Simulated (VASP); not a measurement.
A run of VASP 6.6.1:

INCAR

```
PREC = Accurate ; ENCUT = 520
EDIFF = 1E-7 ; ISMEAR = -1
SIGMA = 0.05 ; LREAL = False
LASPH = True ; NELM = 100
ALGO = Normal ; ISIF = 2
LWAVE = False ; LCHARG = True
GGA = PE ; LELF = True
LVHAR = True ; NBANDS = 14
```

The input KPOINTS:

```
regular mesh
0
Gamma
  8 8 8
```

The input POSCAR:

```
NaCl
1.0
    0.0000000000      2.8308314239      2.8308314239
    2.8308314239      0.0000000000      2.8308314239
    2.8308314239      2.8308314239      0.0000000000
Cl Na
1 1
Direct
    0.5000000000      0.5000000000      0.5000000000
    0.0000000000      0.0000000000      0.0000000000
```

Potentials or basis: VASP PAW PBE potentials, release 64 (Cl, Na_pv).

Run with:

```console
$ cat potpaw_PBE.64/Cl/POTCAR potpaw_PBE.64/Na_pv/POTCAR > POTCAR
$ mpirun -np 1 vasp_std > vasp.out
```

Hardware: 1 thread of Intel(R) Xeon(R) Platinum 8259CL CPU @ 2.50GHz (Skylake/Cascade Lake), with other jobs on the host.

Task: How long does it take, and how much memory?

Result: Run time: 19 s on 1 thread of Intel(R) Xeon(R) Platinum 8259CL CPU @ 2.50GHz (Skylake/Cascade Lake) (shared host), peak memory 0.16 GiB. Counts: scf iterations 15, k points 29.
